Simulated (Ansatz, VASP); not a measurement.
## ZnCoC4N4: VASP beside Ansatz

```
Zn Co C N
1.0
     5.88616    0.00000    0.00000
     0.00000    5.88616    0.00000
     0.00000    0.00000    5.88616
Zn Co C N
1 1 4 4
Direct
  0.00000 0.00000 0.00000
  0.50000 0.50000 0.50000
  0.19704 0.19704 0.19704
  0.19704 0.80296 0.80296
  0.80296 0.19704 0.80296
  0.80296 0.80296 0.19704
  0.31141 0.31141 0.31141
  0.31141 0.68859 0.68859
  0.68859 0.31141 0.68859
  0.68859 0.68859 0.31141
```

Alike in both runs: functional PBE; k mesh 4 × 4 × 4; occupations gaussian, width 0.1 eV; collinear spin.

Ansatz relaxed the structure, and its values are those at the end. VASP's run is a single point on that final structure, the one shown.

|  | VASP | Ansatz |
| --- | --- | --- |
| version | VASP 6.6.1 | Ansatz 0.2.0 |
| potentials or method | VASP PAW PBE potentials, release 64 (Zn, Co, C, N), cutoff 520 eV | scalar-relativistic, plane waves, PAW |
| valence electrons in the cell | 57 | 65 |

Ansatz gave:

- gap on the k mesh at the Fermi level (eV): 1.44
- least direct gap on the mesh (eV): 1.53
- pressure (GPa): 0.0
- rms of the force components (eV/Å): 0.012
- net moment per atom (μB): 0.30
- size of the moment on the site where the two differ most (μB): 2.29

Q: Estimate VASP's values.

A: gap on the k mesh at the Fermi level (eV): 1.44; least direct gap on the mesh (eV): 1.54; pressure (GPa): 0.5; rms of the force components (eV/Å): 0.185; net moment per atom (μB): 0.30; size of the moment on the site where the two differ most (μB): 2.49.

Site moments also hang on the region over which each program counts them. One of these differences is far larger than is usual between the two programs; its cause wasn't traced. VASP's potentials hold 57 valence electrons a cell and Ansatz's 65, so a difference there can come from the potentials and not from the codes.

Noted on VASP's run: the standard files for N, O and F lose accuracy on very short bonds.
